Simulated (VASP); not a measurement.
# Cs2AgS2 (Ibam) in VASP: single point with PBE

Aim: the single point of Cs2AgS2 with PBE.

Everything below comes from runs of VASP 6.6.1. Logs are shortened: lines on timing, memory, paths and dates and some standing lists are left out, and cuts for length are marked.

### Step 1. The cell of the first run

The structure is orthorhombic, space group Ibam (No. 72). The conventional cell has a = 7.637 Å, b = 14.413 Å, c = 6.726 Å, α = 90.00°, β = 90.00°, γ = 90.00°. Ag (site symmetry 222) has 4 S at 2.59 Å and 2 Ag at 3.36 Å within 3.4 Å. Within 3.4 Å of S (site symmetry m) lie 2 Ag at 2.59 Å. Within 4.8 Å of Cs (site symmetry m) lie 6 S at 3.65 to 4.04 Å and 2 Ag at 3.76 Å and 4 Cs at 4.16 to 4.66 Å.

### Step 2. Single point, PBE

INCAR

```
SYSTEM = Cs2AgS2
PREC = Accurate
ENCUT = 520
EDIFF = 1E-6
ISMEAR = 0
SIGMA = 0.0774
LREAL = .False.
LASPH = .True.
NELM = 80
ALGO = Normal
ISIF = 2
LWAVE = .False.
LCHARG = .False.
GGA = PE
NBANDS = 52
```

KPOINTS

```
regular mesh
0
Gamma
  3 3 3
  0 0 0
```

POSCAR

```
Cs2AgS2
1.0
    0.0000000000      0.0000000000      6.7261580000
    7.6368660000      0.0000000000      0.0000000000
    3.8184330000      7.2066700000     -3.3630790000
Ag S Cs
2 4 4
Direct
    0.2500000000      0.0000000000      0.0000000000
    0.7500000000      0.0000000000      0.0000000000
    0.9020900000      0.2784100000      0.8041800000
    0.0979100000      0.7215900000      0.1958200000
    0.5979100000      0.0825900000      0.1958200000
    0.4020900000      0.9174100000      0.8041800000
    0.1488600000      0.1909300000      0.2977200000
    0.8511400000      0.8090700000      0.7022800000
    0.3511400000      0.4886500000      0.7022800000
    0.6488600000      0.5113500000      0.2977200000
```

Potentials or basis: VASP PAW PBE potentials, release 64 (Ag, S, Cs_sv).

Started as:

```console
$ cat potpaw_PBE.64/Ag/POTCAR potpaw_PBE.64/S/POTCAR potpaw_PBE.64/Cs_sv/POTCAR > POTCAR
$ mpirun -np 1 vasp_std > vasp.out
```

OUTCAR:

```text
SYSTEM = Cs2AgS2
   PREC = Accurate
   ENCUT = 520
   EDIFF = 1E-6
   ISMEAR = 0
   LREAL = .False.
   LASPH = .True.
   NELM = 80
   ISIF = 2
   GGA = PE

 ion  position               nearest neighbor table
   1  0.250  0.000  0.000-   3 2.59   4 2.59   5 2.59   6 2.59   2 3.36   2 3.36
   2  0.750  0.000  0.000-   3 2.59   4 2.59   5 2.59   6 2.59   1 3.36   1 3.36
   3  0.902  0.278  0.804-   1 2.59   2 2.59
   4  0.098  0.722  0.196-   1 2.59   2 2.59
   5  0.598  0.083  0.196-   1 2.59   2 2.59
   6  0.402  0.917  0.804-   1 2.59   2 2.59
   7  0.149  0.191  0.298-
   8  0.851  0.809  0.702-
   9  0.351  0.489  0.702-
  10  0.649  0.511  0.298-

  LATTYP: Found a body centered orthorhombic cell.
 ALAT       =     6.7261580000
 B/A-ratio  =     1.1353979493
 C/A-ratio  =     2.1428785943

  Lattice vectors:

 A1 = (   3.8184330000,  -7.2066700000,   3.3630790000)
 A2 = (  -3.8184330000,  -7.2066700000,  -3.3630790000)
 A3 = (   3.8184330000,   7.2066700000,  -3.3630790000)

Analysis of symmetry for initial positions (statically):
=====================================================================
 Subroutine PRICEL returns:
 Original cell was already a primitive cell.

 Routine SETGRP: Setting up the symmetry group for a
 body centered orthorhombic supercell.

 Subroutine GETGRP returns: Found  8 space group operations
 (whereof  4 operations were pure point group operations)
 out of a pool of  8 trial point group operations.

The static configuration has the point symmetry C_2h.
 The point group associated with its full space group is D_2h.

Analysis of symmetry for dynamics (positions and initial velocities):
=====================================================================
 Subroutine PRICEL returns:
 Original cell was already a primitive cell.

 Routine SETGRP: Setting up the symmetry group for a
 body centered orthorhombic supercell.

 Subroutine GETGRP returns: Found  8 space group operations
 (whereof  4 operations were pure point group operations)
 out of a pool of  8 trial point group operations.

The dynamic configuration has the point symmetry C_2h.
 The point group associated with its full space group is D_2h.

 Subroutine INISYM returns: Found  8 space group operations
 (whereof  4 operations are pure point group operations),
 and found     1 'primitive' translations

----------------------------------------------------------------------------------------

                                     Primitive cell

  volume of cell :     370.1833

  direct lattice vectors                    reciprocal lattice vectors
     0.000000000  0.000000000  6.726158000     0.000000000  0.069380171  0.148673284
     7.636866000  0.000000000  0.000000000     0.130943767 -0.069380171  0.000000000
     3.818433000  7.206670000 -3.363079000     0.000000000  0.138760343  0.000000000

  length of vectors
     6.726158000  7.636866000  8.821951225     0.164065090  0.148188658  0.138760343

  position of ions in fractional coordinates (direct lattice)
     0.250000000  0.000000000  0.000000000
     0.750000000  0.000000000  0.000000000
     0.902090000  0.278410000  0.804180000
     0.097910000  0.721590000  0.195820000
     0.597910000  0.082590000  0.195820000
     0.402090000  0.917410000  0.804180000
     0.148860000  0.190930000  0.297720000
     0.851140000  0.809070000  0.702280000
     0.351140000  0.488650000  0.702280000
     0.648860000  0.511350000  0.297720000

  ion indices of the primitive-cell ions
   primitive index   ion index
                 1           1
                 2           2
                 3           3
                 4           4
                 5           5
                 6           6
                 7           7
                 8           8
                 9           9
                10          10

----------------------------------------------------------------------------------------

 KPOINTS: regular mesh

Automatic generation of k-mesh.
 Grid dimensions read from file:
 generate k-points for:    3    3    3

 Generating k-lattice:

  Cartesian coordinates                     Fractional coordinates (reciprocal lattice)
     0.000000000  0.023126724  0.049557761     0.333333333  0.000000000  0.000000000
     0.043647922 -0.023126724  0.000000000     0.000000000  0.333333333  0.000000000
     0.000000000  0.046253448  0.000000000     0.000000000  0.000000000  0.333333333

  Length of vectors
     0.054688363  0.049396219  0.046253448

  Shift w.r.t. Gamma in fractional coordinates (k-lattice)
     0.000000000  0.000000000  0.000000000

 Subroutine IBZKPT returns following result:
 ===========================================

 Found      8 irreducible k-points:

 Following reciprocal coordinates:
            Coordinates               Weight
  0.000000  0.000000  0.000000      1.000000
  0.333333  0.000000  0.000000      4.000000
  0.000000  0.333333  0.000000      4.000000
  0.333333  0.333333  0.000000      4.000000
 -0.333333  0.333333 -0.000000      8.000000
  0.000000  0.000000  0.333333      2.000000
  0.333333  0.000000  0.333333      2.000000
  0.000000 -0.333333  0.333333      2.000000
   k-points           NKPTS =      8   k-points in BZ     NKDIM =      8   number of bands    NBANDS=     52
   number of dos      NEDOS =    301   number of ions     NIONS =     10
   total plane-waves  NPLWV = 210000
   dimension x,y,z NGX =    50 NGY =   60 NGZ =   70
   dimension x,y,z NGXF=   100 NGYF=  120 NGZF=  140
   ions per type =               2   4   4
   NGX,Y,Z   is equivalent  to a cutoff of  12.36, 13.06, 13.19 a.u.
   NGXF,Y,Z  is equivalent  to a cutoff of  24.72, 26.12, 26.38 a.u.
 SYSTEM =  Cs2AgS2
   PREC   = accura    normal or accurate (medium, high low for compatibility)
   ISTART =      0    job   : 0-new  1-cont  2-samecut
   ICHARG =      2    charge: 1-file 2-atom 10-const
   ISPIN  =      1    spin polarized calculation?
   LNONCOLLINEAR =      F non collinear calculations
   LSORBIT =      F    spin-orbit coupling
   LASPH  =      T    aspherical Exc in radial PAW
   ENCUT  =  520.0 eV  38.22 Ry    6.18 a.u.  12.51 14.20 16.40*2*pi/ulx,y,z
   NELM   =     80;   NELMIN=  2; NELMDL= -5     # of ELM steps
   EDIFF  = 0.1E-05   stopping-criterion for ELM
   LREAL  =      F    real-space projection
   EDIFFG = 0.1E-04   stopping-criterion for IOM
   NSW    =      0    number of steps for IOM
   IBRION =     -1    ionic relax: 0-MD 1-quasi-New 2-CG
   NFREE  =      0    steps in history (QN), initial steepest desc. (CG)
   ISIF   =      2    stress and relaxation
   ISYM   =      2    0-nonsym 1-usesym 2-fastsym
   POTIM  = 0.5000    time-step for ionic-motion
   TEBEG  =    0.0;   TEEND  =   0.0 temperature during run
   PSTRESS=    0.0 pullay stress
   NELECT =      82.0000    total number of electrons
   NUPDOWN=      -1.0000    fix difference up-down
   EMIN   =  10.00;   EMAX   =-10.00  energy-range for DOS
   EFERMI =   0.00;   METHOD = LEGACY
   ISMEAR =     0;   SIGMA  =   0.08  broadening in eV -4-tet -1-fermi 0-gaus
   EFERMI_NEDOS =   21; number of points for ismear=-14 and -15
   IALGO  =     38    algorithm
   IMIX   =      4    mixing-type and parameters
     AMIX     =   0.40;   BMIX     =  1.00
     AMIX_MAG =   1.60;   BMIX_MAG =  1.00
  volume/ion in A,a.u.               =      37.02       249.81
  Fermi-wavevector in a.u.,A,eV,Ry     =   0.990544  1.871857 13.349732  0.981178
  Thomas-Fermi vector in A             =   2.122222
   LORBIT       =      0    0 simple, 1 ext, 2 COOP (PROOUT), +10 PAW based schemes
   GGA     = PE    functional components
   LHFCALC =     F    Hartree Fock is set to
   AEXX    =    0.0000 exact exchange contribution
   IVDW    =     0    specifies the selected vdW correction
   LEPSILON=     F    determine dielectric tensor
   LRPA    =     F    only Hartree local field effects (RPA)
 non-spin polarized calculation
 Gauss-broadening in eV      SIGMA  =   0.08
  energy-cutoff  :      520.00
  volume of cell :      370.18
 maximum number of plane-waves:      9984
 NGX is ok and might be reduce to    50
   NGX = 25   NGY = 29   NGZ = 33

 number of electron      81.9999995 magnetization

 Free energy of the ion-electron system (eV)
  ---------------------------------------------------
  ext. energy  EPLUGINS =         0.00000000
  ---------------------------------------------------
  free energy    TOTEN  =       -31.66365246 eV

  energy without entropy =      -31.60672954  energy(sigma->0) =      -31.63519100

 E-fermi :   1.5139     XC(G=0):  -7.9522

 val. band max:        1.4985043291   @ k =   0.3333   0.0000   0.0000
 cond. band min:       1.5235008666   @ k =   0.3333   0.0000   0.0000
 fundamental gap:      0.0249965375
 Fermi energy:         1.5139223938

 k-point     1 :       0.0000    0.0000    0.0000
  band No.  band energies     occupation
      1     -19.9794      2.00000
      2     -19.9420      2.00000
      3     -19.8990      2.00000
      4     -19.8915      2.00000
      5      -9.6841      2.00000
      6      -9.4589      2.00000
[... 44 lines left out ...]
     51       6.2790      0.00000
     52       6.5951      0.00000

 k-point     2 :       0.3333    0.0000    0.0000
  band No.  band energies     occupation
      1     -19.9566      2.00000
      2     -19.9318      2.00000
      3     -19.9131      2.00000
      4     -19.9099      2.00000
      5      -9.6545      2.00000
      6      -9.5424      2.00000
[... 44 lines left out ...]
     51       6.1742      0.00000
     52       6.4460      0.00000
[... 273 lines left out ...]
     51       5.9925      0.00000
     52       6.7156      0.00000

 k-point     8 :       0.0000   -0.3333    0.3333
  band No.  band energies     occupation
      1     -19.9650      2.00000
      2     -19.9569      2.00000
      3     -19.8957      2.00000
      4     -19.8940      2.00000
      5      -9.7630      2.00000
      6      -9.4472      2.00000
[... 44 lines left out ...]
     51       6.5232      0.00000
     52       6.7154      0.00000

------------------------ aborting loop because EDIFF is reached ----------------------------------------

  FORCE on cell =-STRESS in cart. coord.  units (eV):
  Direction    XX          YY          ZZ          XY          YZ          ZX
  --------------------------------------------------------------------------------------
  -------------------------------------------------------------------------------------
  Total       -3.1698203     -3.3674291     -1.9477773      0.0000000      0.0000000      0.0000000
  in kB      -13.7191863    -14.5744498     -8.4301056      0.0000000      0.0000000      0.0000000
  external PRESSURE =     -12.2412472 kB  Pullay stress =       0.0000000 kB

 VOLUME and BASIS-vectors are now :
 -----------------------------------------------------------------------------
  energy-cutoff  :      520.00
  volume of cell :      370.18
      direct lattice vectors                 reciprocal lattice vectors
     0.000000000  0.000000000  6.726158000     0.000000000  0.069380171  0.148673284
     7.636866000  0.000000000  0.000000000     0.130943767 -0.069380171  0.000000000
     3.818433000  7.206670000 -3.363079000     0.000000000  0.138760343  0.000000000

 POSITION                                       TOTAL-FORCE (eV/Angst)
 -----------------------------------------------------------------------------------
      0.00000      0.00000      1.68154        -0.000000      0.000000     -0.000000
      0.00000      0.00000      5.04462        -0.000000      0.000000     -0.000000
      5.19689      5.79546      3.36308        -0.097596      0.100862      0.000000
      6.25841      1.41121      0.00000         0.097596     -0.100862     -0.000000
      1.37845      1.41121      3.36308        -0.097596     -0.100862     -0.000000
     10.07684      5.79546      0.00000         0.097596      0.100862      0.000000
      2.59493      2.14557      0.00000        -0.189326     -0.149100      0.000000
      8.86037      5.06110      3.36308         0.189326      0.149100     -0.000000
      6.41336      5.06110      0.00000        -0.189326      0.149100     -0.000000
      5.04194      2.14557      3.36308         0.189326     -0.149100      0.000000
 -----------------------------------------------------------------------------------
    total drift:                               -0.000000      0.000000     -0.000000

  FREE ENERGIE OF THE ION-ELECTRON SYSTEM (eV)
  ---------------------------------------------------
  free  energy   TOTEN  =       -31.6636524557 eV

  energy  without entropy=      -31.6067295372  energy(sigma->0) =      -31.63519100
```

Wall time 2.4 min (1 thread of Intel Xeon 6975P-C (Granite Rapids), shared host); peak memory 0.54 GiB.

What came out:

- Free energy: -31.6637 eV
- Pressure: -1.2 GPa
- Largest force: 0.241 eV/Å
- Band gap on the k mesh: zero (band 41 reaches 1.59 eV, above the bottom of band 42 at 1.48 eV)

Forces in eV/Å, atoms in the order of the input:
```
Ag   0.000  0.000  0.000
Ag   0.000  0.000  0.000
S   -0.098  0.101  0.000
S    0.098 -0.101  0.000
S   -0.098 -0.101  0.000
S    0.098  0.101  0.000
Cs  -0.189 -0.149  0.000
Cs   0.189  0.149  0.000
Cs  -0.189  0.149  0.000
Cs   0.189 -0.149  0.000
```

Stress tensor (GPa, compression positive):
```
-1.37  0.00  0.00
 0.00 -1.46  0.00
 0.00  0.00 -0.84
```

Levels at points of the mesh, in eV from the Fermi level:
| k point | band 39 | band 40 | band 41 | band 42 | band 43 | band 44 |
| --- | --- | --- | --- | --- | --- | --- |
| (0.00, 0.00, 0.00) | -0.45 | 0.04 | 0.08 | 0.10 | 2.08 | 3.84 |

Caveat: spin-orbit coupling is left out, which moves the levels of the heavy elements.
